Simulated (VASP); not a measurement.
Set up this calculation in VASP 6.6.1, as the native input.

```yaml
Task: single point
Functional: r2SCAN
Potentials_or_basis: VASP PAW PBE potentials, release 64 (Ag)
Cutoff: 550 eV
k_mesh: 8 × 8 × 8
Occupations: gaussian, width 0.1 eV
Spin: no spin polarisation
Dipole_correction: no
Further_INCAR_settings: ALGO = Normal; EDIFF = 1e-06; NBANDS = 12
```

Crystal: Ag.

```
Ag
1.0
    -1.65565    1.65565    1.65565
     1.65565   -1.65565    1.65565
     1.65565    1.65565   -1.65565
Ag
1
Direct
  0.00000 0.00000 0.00000
```

One way to write it, as run:

POSCAR

```
Ag
1.0
   -1.6556540000      1.6556540000      1.6556540000
    1.6556540000     -1.6556540000      1.6556540000
    1.6556540000      1.6556540000     -1.6556540000
Ag
1
Direct
    0.0000000000      0.0000000000      0.0000000000
```

INCAR.step1

```
SYSTEM = Ag
PREC     = Accurate       ! precision mode
ENCUT    = 550            ! plane-wave cutoff, eV
ISMEAR   = 0              ! smearing method
SIGMA    = 0.1            ! smearing width, eV
LREAL    = .FALSE.        ! projectors in reciprocal space
LASPH    = .TRUE.         ! aspherical terms in the spheres
NELM     = 120            ! most SCF steps
NBANDS   = 12             ! bands
GGA      = PE             ! functional
ALGO     = Normal         ! electronic algorithm
EDIFF    = 1E-5           ! SCF threshold, eV
LWAVE    = .TRUE.         ! write WAVECAR
LCHARG   = .FALSE.        ! write CHGCAR
GGA_COMPAT= .FALSE.
```

INCAR.step2

```
SYSTEM = Ag
PREC     = Accurate       ! precision mode
ENCUT    = 550            ! plane-wave cutoff, eV
EDIFF    = 1E-6           ! SCF threshold, eV
ISMEAR   = 0              ! smearing method
SIGMA    = 0.1            ! smearing width, eV
LREAL    = .FALSE.        ! projectors in reciprocal space
LASPH    = .TRUE.         ! aspherical terms in the spheres
NELM     = 120            ! most SCF steps
ALGO     = Normal         ! electronic algorithm
ISIF     = 2              ! what is computed and relaxed
LWAVE    = .FALSE.        ! write WAVECAR
LCHARG   = .FALSE.        ! write CHGCAR
METAGGA  = R2SCAN         ! meta-GGA
LMIXTAU  = .TRUE.       
NBANDS   = 12             ! bands
ISTART   = 1            
GGA_COMPAT= .FALSE.
```

KPOINTS

```
regular mesh
0
G
  8 8 8
  0 0 0
```

Potentials or basis: VASP PAW PBE potentials, release 64 (Ag).

The run is started by

```console
$ cat potpaw_PBE.64/Ag/POTCAR > POTCAR
$ cp INCAR.step1 INCAR
$ mpirun -np 1 vasp_std > vasp.out
$ cp INCAR.step2 INCAR
$ mpirun -np 1 vasp_std > vasp.out
```

It gave:

The pressure is -3.4 GPa.

Caveat: the PAW data sets were made with another functional, which shifts forces and pressure a little.

Run time: 47 s on 1 thread of AMD EPYC 7R43 64-Core Processor (Zen 3), on a shared host, peak memory 0.11 GiB.
